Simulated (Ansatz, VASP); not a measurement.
**Two plane-wave programs on P**

The input INCAR:

```
SYSTEM = P
PREC = Accurate
ENCUT = 520
EDIFF = 1E-6
ISMEAR = -1
SIGMA = 0.02
LREAL = .False.
LASPH = .True.
NELM = 100
ALGO = Normal
ISIF = 2
LWAVE = .False.
LCHARG = .False.
GGA = PE
NBANDS = 18
```

Contents of KPOINTS:

```
regular mesh
0
Gamma
  8 8 6
  0 0 0
```

File POSCAR:

```
P
1.0
    1.6518921853     -5.3432539616      0.0000000000
    1.6518921853      5.3432539616      0.0000000000
    0.0000000000      0.0000000000      4.4650360509
P
4
Direct
    0.9008923495      0.0991076505      0.0850440347
    0.5991076505      0.4008923495      0.5850440347
    0.0991076505      0.9008923495      0.9149559653
    0.4008923495      0.5991076505      0.4149559653
```

Input for Ansatz:

```yaml
crystal:
  lattice:
    - [1.6518921853, -5.3432539616, 0.0]
    - [1.6518921853, 5.3432539616, 0.0]
    - [0.0, 0.0, 4.4650360509]
  atoms:
    - { symbol: P, position: [0.9008923495, 0.0991076505, 0.0850440347] }
    - { symbol: P, position: [0.5991076505, 0.4008923495, 0.5850440347] }
    - { symbol: P, position: [0.0991076505, 0.9008923495, 0.9149559653] }
    - { symbol: P, position: [0.4008923495, 0.5991076505, 0.4149559653] }
kpoints:
  mp_grid: { grid: [8, 8, 6] }
  band_path:
    path:
      - [[0.0, 0.0, 0.0], [-0.5, 0.5, 5.143675627925e-34], [-0.2738941603081, 0.7261058396919, -2.547611410002e-33]]
      - [[0.2738941603081, 0.2738941603081, -3.709139758518e-33], [0.0, 0.0, 0.0], [9.857478754612e-50, -9.558958158043e-50, 0.5], [0.2738941603081, 0.2738941603081, 0.5]]
      - [[-0.2738941603081, 0.7261058396919, 0.5], [-0.5, 0.5, 0.5], [-0.5, 0.5, 5.143675627925e-34]]
      - [[0.0, 0.0, 0.0], [1.666345969028e-17, 0.5, -3.12837558426e-33], [1.666345969028e-17, 0.5, 0.5], [9.857478754612e-50, -9.558958158043e-50, 0.5], [-0.5, 0.5, 0.5]]
    npoints: 10
hamiltonian:
  xc: pbe
scf:
  occupations: { method: fermi_dirac, width: 0.02 }
  n_extra_bands: 5
output:
  forces: true
  stress: true
  eigenvalues: true
  write_density: true
  write_potential: true
  elf: true
  volumetric_format: npy
```

Alike in both runs: task single point; functional PBE; k mesh 8 × 8 × 6; occupations fermi-dirac, width 0.02 eV; no spin polarisation.

|  | VASP | Ansatz |
| --- | --- | --- |
| version | VASP 6.6.1 | Ansatz 0.2.0 |
| potentials or method | VASP PAW PBE potentials, release 64 (P) | plane waves, PAW |
| plane-wave cutoff (eV) | 520 | 420 |
| valence electrons in the cell | 20 | 20 |

|  | VASP | Ansatz | Ansatz less VASP |
| --- | --- | --- | --- |
| pressure (GPa) | 1.6 | 1.9 | +0.34 |
| traceless stress, the component that is largest in VASP (GPa) | -0.19 | -0.19 | +0.004 |
| rms of the force components (eV/Å) | 0.098 | 0.127 | +0.0289 |

Atom by atom the forces differ by 0.031 eV/Å (rms over components).
